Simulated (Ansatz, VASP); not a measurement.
**Pt: VASP beside Ansatz**

The input INCAR:

```
SYSTEM = Pt
PREC = Accurate
ENCUT = 520
EDIFF = 1E-6
ISMEAR = 0
SIGMA = 0.15
LREAL = .False.
LASPH = .True.
NELM = 60
ALGO = Fast
ISIF = 2
LWAVE = .False.
LCHARG = .False.
GGA = CA
NBANDS = 17
```

File KPOINTS:

```
regular mesh
0
Gamma
  18 18 10
  0 0 0
```

File POSCAR:

```
Pt
1.0
    2.7081940711      0.0000000000      0.0000000000
   -1.3540970355      2.3453648639      0.0000000000
    0.0000000000      0.0000000000      4.6773974959
Pt
2
Direct
    0.6971523284      0.3943046569      0.7500000000
    0.3028476716      0.6056953431      0.2500000000
```

Input for Ansatz:

```yaml
crystal:
  lattice:
    - [2.7081940711, 0.0, 0.0]
    - [-1.3540970355, 2.3453648639, 0.0]
    - [0.0, 0.0, 4.6773974959]
  atoms:
    - { symbol: Pt, position: [0.6971523284, 0.3943046569, 0.75] }
    - { symbol: Pt, position: [0.3028476716, 0.6056953431, 0.25] }
basis:
  ecutwfc: 420
kpoints:
  mp_grid: { grid: [18, 18, 10] }
hamiltonian:
  xc: lda
scf:
  occupations: { method: gaussian, width: 0.15 }
output:
  forces: true
  stress: true
  eigenvalues: true
```

Change from the starting cell: mode 1 frozen in at +0.000 Å and mode 2 at +0.143 Å (largest displacements).

Alike in both runs: task single point; functional LDA; k mesh 18 × 18 × 10; occupations gaussian, width 0.15 eV; no spin polarisation.

|  | VASP | Ansatz |
| --- | --- | --- |
| version | VASP 6.6.1 | Ansatz 0.2.0 |
| potentials or method | VASP PAW LDA potentials, release 64 (Pt), cutoff 520 eV | scalar-relativistic, plane waves, PAW |
| valence electrons in the cell | 20 | 36 |

VASP gave:

| Property | Result |
| --- | --- |
| gap on the k mesh at the Fermi level (eV) | none |
| pressure (GPa) | 1.3 |
| traceless stress, the component that is largest in VASP (GPa) | -0.27 |
| rms of the force components (eV/Å) | 0.096 |

Problem. Which values does Ansatz return?

Solution. gap on the k mesh at the Fermi level (eV): none; pressure (GPa): 0.5; traceless stress, the component that is largest in VASP (GPa): -0.50; rms of the force components (eV/Å): 0.103.

LDA's correlation is that of Perdew and Zunger in VASP and of Perdew and Wang (1992) in Ansatz. Atom by atom the forces differ by 0.007 eV/Å (rms over components). A gap of «none» marks a metal or a gap that the smearing closes. VASP's potentials hold 20 valence electrons a cell and Ansatz's 36, so a difference there can come from the potentials and not from the codes.

Spin-orbit coupling is off throughout.
